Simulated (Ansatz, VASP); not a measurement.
## TiPt3 in VASP and in Ansatz

```xyz
4
Lattice="3.8730 0.0000 0.0000 0.0000 3.8730 0.0000 0.0000 0.0000 3.8730" Properties=species:S:1:pos:R:3 pbc="T T T"
Ti    0.0000    0.0000    0.0000
Pt    0.0000    1.9365    1.9365
Pt    1.9365    0.0000    1.9365
Pt    1.9365    1.9365    0.0000
```

Alike in both runs: functional LDA; k mesh 10 × 10 × 10; occupations gaussian, width 0.1 eV; no spin polarisation.

Ansatz relaxed the structure, and its values are those at the end. VASP's run is a single point on that final structure, the one shown.

|  | VASP | Ansatz |
| --- | --- | --- |
| version | VASP 6.6.1 | Ansatz 0.2.0 |
| potentials or method | VASP PAW LDA potentials, release 64 (Ti_sv, Pt), cutoff 520 eV | scalar-relativistic, plane waves, PAW |
| valence electrons in the cell | 42 | 66 |

Ansatz gave:

```
gap on the k mesh at the Fermi level (eV) : none
pressure (GPa)                            : 0.0
```

What did VASP give for the same quantities?

gap on the k mesh at the Fermi level (eV): none; pressure (GPa): 0.8.

LDA's correlation is that of Perdew and Zunger in VASP and of Perdew and Wang (1992) in Ansatz. A gap of «none» marks a metal or a gap that the smearing closes. VASP's potentials hold 42 valence electrons a cell and Ansatz's 66, so a difference there can come from the potentials and not from the codes.

Spin-orbit coupling is off throughout.
